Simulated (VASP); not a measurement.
Set up this calculation in VASP 6.6.1, as the native input.

```yaml
Task: single point
Functional: LDA
Potentials_or_basis: VASP PAW LDA potentials, release 64 (Pt_sv_GW)
Cutoff: 570 eV
k_mesh: 22 × 22 × 22
Occupations: gaussian, width 0.15 eV
Spin: no spin polarisation
Dipole_correction: no
Further_INCAR_settings: ALGO = Normal; EDIFF = 1e-06; NBANDS = 15
```

The structure of Pt lies in POSCAR:

```
Pt
1.0
   -2.1734768767      1.6081270845      1.6081270845
    1.6081270845     -2.1734768767      1.6081270845
    1.6081270845      1.6081270845     -2.1734768767
Pt
1
Direct
    0.0000000000      0.0000000000      0.0000000000
```

The input as run:

INCAR

```
ALGO = Normal ; EDIFF = 1E-6
ENCUT = 570 ; GGA = CA
GGA_COMPAT = False ; ISIF = 2
ISMEAR = 0 ; LASPH = True
LCHARG = True ; LELF = True
LREAL = False ; LVHAR = True
LWAVE = False ; NBANDS = 15
NELM = 120 ; PREC = Accurate
SIGMA = 0.15
```

KPOINTS

```
k-points
0
Gamma
  22 22 22
```

Potentials or basis: VASP PAW LDA potentials, release 64 (Pt_sv_GW).

The run is started by

```console
$ cat potpaw_LDA.64/Pt_sv_GW/POTCAR > POTCAR
$ mpirun -np 1 vasp_std > vasp.out
```

Results of the run:

```yaml
Pressure: 293.6 GPa
Band_gap_on_the_k_mesh: zero (bands 9 and 10 overlap by 7.81 eV)
```

Caveat: atoms lie so close that the PAW spheres overlap strongly, which falsifies energies and pressures; the cell stands under pressure; spin-orbit coupling is left out, which moves the levels of the heavy elements.

Wall time 2.4 min on 1 thread of AMD EPYC 9R45 96-Core Processor (Zen 5), with other jobs on the host, peak memory 0.33 GiB.
